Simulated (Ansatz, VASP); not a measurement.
Two plane-wave programs on W

INCAR

```
PREC = Accurate ; ENCUT = 520
EDIFF = 1E-7 ; ISMEAR = 0
SIGMA = 0.1 ; LREAL = False
LASPH = True ; NELM = 60
ALGO = Normal ; ISIF = 2
LWAVE = False ; LCHARG = False
GGA = PE ; NBANDS = 13
```

File KPOINTS:

```
regular mesh
0
Gamma
  8 8 8
```

The input POSCAR:

```
W
1.0
    2.5551488903      0.0000000000      0.0000000000
    0.0000000000      2.5551488903      0.0000000000
    0.0000000000      0.0000000000      2.5551488903
W
1
Direct
    0.0000000000      0.0000000000      0.0000000000
```

Input for Ansatz:

```yaml
crystal:
  lattice:
    - [2.5551488903, 0.0, 0.0]
    - [0.0, 2.5551488903, 0.0]
    - [0.0, 0.0, 2.5551488903]
  atoms:
    - { symbol: W, position: [0.0, 0.0, 0.0] }
basis:
  ecutwfc: 420
kpoints:
  mp_grid: { grid: [8, 8, 8] }
hamiltonian:
  xc: pbe
scf:
  occupations: { method: gaussian, width: 0.1 }
  lower_state_search: "off"
output:
  forces: true
  stress: true
  eigenvalues: true
```

Alike in both runs: task single point; functional PBE; k mesh 8 × 8 × 8; occupations gaussian, width 0.1 eV; no spin polarisation.

```csv
,VASP,Ansatz
version,VASP 6.6.1,Ansatz 0.2.0
potentials or method,"VASP PAW PBE potentials, release 64 (W_sv), cutoff 520 eV","scalar-relativistic, plane waves, PAW"
valence electrons in the cell,14,14
```

|  | VASP | Ansatz | Ansatz less VASP |
| --- | --- | --- | --- |
| gap on the k mesh at the Fermi level (eV) | none | none | - |
| pressure (GPa) | 27.8 | 26.8 | -1.07 |

A gap of «none» marks a metal or a gap that the smearing closes.

Spin-orbit coupling is off throughout.
